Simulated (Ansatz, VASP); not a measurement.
Cu2O in VASP and in Ansatz

```
Cu O
1.0
     4.23106    0.00000    0.00000
     0.00000    4.23106    0.00000
     0.00000    0.00000    4.23106
Cu O
4 2
Direct
  0.25000 0.25000 0.25000
  0.25000 0.75000 0.75000
  0.75000 0.75000 0.25000
  0.75000 0.25000 0.75000
  0.00000 0.00000 0.00000
  0.50000 0.50000 0.50000
```

Alike in both runs: functional r2SCAN; dispersion D4; k mesh 6 × 6 × 6; no spin polarisation.

Ansatz relaxed the structure, and its values are those at the end. VASP's run is a single point on that final structure, the one shown.

```csv
,VASP,Ansatz
version,VASP 6.6.1,Ansatz 0.2.0
potentials or method,"VASP PAW PBE potentials, release 64 (Cu, O)","plane waves, PAW"
plane-wave cutoff (eV),660,500
occupations,"gaussian, width 0.01 eV",fixed
valence electrons in the cell,56,88
```

|  | VASP | Ansatz | Ansatz less VASP |
| --- | --- | --- | --- |
| pressure (GPa) | 0.9 | 0.0 | -0.88 |

VASP's potentials were made for PBE, not for r2SCAN. VASP's potentials hold 56 valence electrons a cell and Ansatz's 88, so a difference there can come from the potentials and not from the codes.
